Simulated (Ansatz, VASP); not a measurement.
**HgTe in VASP and in Ansatz**

Contents of INCAR:

```
  PREC = Accurate
  ENCUT = 520
  EDIFF = 1E-7
  ISMEAR = -1
  SIGMA = 0.02
  LREAL = False
  LASPH = True
  NELM = 100
  ALGO = Normal
  ISIF = 2
  LWAVE = False
  LCHARG = False
  GGA = PE
  NBANDS = 16
```

File KPOINTS:

```
Automatic mesh
0
Gamma
  6 6 6
```

POSCAR

```
HgTe
1.0
    0.0000000000      3.4171470602      3.4171470602
    3.4171470602      0.0000000000      3.4171470602
    3.4171470602      3.4171470602      0.0000000000
Hg Te
1 1
Direct
    0.0000000000      0.0000000000      0.0000000000
    0.2500000000      0.2500000000      0.2500000000
```

Input for Ansatz:

```yaml
crystal:
  lattice:
    - [0.0, 3.4171470602, 3.4171470602]
    - [3.4171470602, 0.0, 3.4171470602]
    - [3.4171470602, 3.4171470602, 0.0]
  atoms:
    - { symbol: Hg, position: [0.0, 0.0, 0.0] }
    - { symbol: Te, position: [0.25, 0.25, 0.25] }
kpoints:
  mp_grid: { grid: [6, 6, 6] }
  band_path:
    path:
      - [0.0, 0.0, 0.0]
      - [-0.5, -0.5, 0.0]
      - [-0.375, -0.375, 0.25]
      - [-0.375, 0.0, 0.375]
      - [0.0, 0.0, 0.5]
      - [-0.5, -0.25, 0.25]
    npoints: 1
hamiltonian:
  xc: pbe
scf:
  occupations: { method: fermi_dirac, width: 0.02 }
  n_extra_bands: 4
output:
  forces: true
  stress: true
  eigenvalues: true
```

Change from the starting cell: hydrostatic strain +3.9%.

Alike in both runs: task single point; functional PBE; k mesh 6 × 6 × 6; occupations fermi-dirac, width 0.02 eV; no spin polarisation.

|  | VASP | Ansatz |
| --- | --- | --- |
| version | VASP 6.6.1 | Ansatz 0.2.0 |
| potentials or method | VASP PAW PBE potentials, release 64 (Hg, Te) | plane waves, PAW |
| plane-wave cutoff (eV) | 520 | 420 |
| valence electrons in the cell | 18 | 36 |

```tsv
	VASP	Ansatz	Ansatz less VASP
pressure (GPa)	-2.2	-2.2	-0.03
```

VASP's potentials hold 18 valence electrons a cell and Ansatz's 36, so a difference there can come from the potentials and not from the codes.

Spin-orbit coupling is off throughout.
